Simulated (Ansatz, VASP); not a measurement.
Two plane-wave programs on Ni

INCAR

```
SYSTEM = Ni
PREC = Accurate ; ENCUT = 600
EDIFF = 1E-6 ; ISMEAR = -1
SIGMA = 0.3 ; LREAL = .FALSE.
LASPH = .TRUE. ; NELM = 120
ALGO = Normal ; ISIF = 2
LWAVE = .FALSE. ; LCHARG = .FALSE.
GGA = CA ; NBANDS = 11
GGA_COMPAT = .FALSE.
```

KPOINTS

```
Automatic mesh
0
G
  16 16 16
  0 0 0
```

Contents of POSCAR:

```
Ni
1.0
    0.0000000000      1.7104399105      1.7104399105
    1.7104399105      0.0000000000      1.7104399105
    1.7104399105      1.7104399105      0.0000000000
Ni
1
Direct
    0.0000000000      0.0000000000      0.0000000000
```

Input for Ansatz:

```yaml
crystal:
  lattice:
    - [0.0, 1.7104399105, 1.7104399105]
    - [1.7104399105, 0.0, 1.7104399105]
    - [1.7104399105, 1.7104399105, 0.0]
  atoms:
    - { symbol: Ni, position: [0.0, 0.0, 0.0] }
hamiltonian:
  xc: lda
  pseudopotentials:
    kind: paw
    azcp:
      Ni: "pseudopotentials/Ni.paw.azcp"
basis:
  ecutwfc: 420
  fft_grid_basis: typed
kpoints:
  mp_grid: { grid: [16, 16, 16], shift: [0, 0, 0] }
magnetization:
  spin_polarized: false
scf:
  occupations: { method: fermi_dirac, width: 0.3 }
  lower_state_search: "off"
output:
  stress: true
```

Alike in both runs: task single point; functional LDA; k mesh 16 × 16 × 16; occupations fermi-dirac, width 0.3 eV; no spin polarisation.

|  | VASP | Ansatz |
| --- | --- | --- |
| version | VASP 6.6.1 | Ansatz 0.2.0 |
| potentials or method | VASP PAW LDA potentials, release 64 (Ni), cutoff 600 eV | plane waves (420 eV) with PAW, scalar-relativistic |
| valence electrons in the cell | 10 | 18 |

```tsv
	VASP	Ansatz	Ansatz less VASP
pressure (GPa)	2.7	2.9	+0.20
```

Ansatz warns that its potentials were made for another functional, while VASP's fit it. LDA's correlation is that of Perdew and Zunger in VASP and of Perdew and Wang (1992) in Ansatz. VASP's potentials hold 10 valence electrons a cell and Ansatz's 18, so a difference there can come from the potentials and not from the codes.
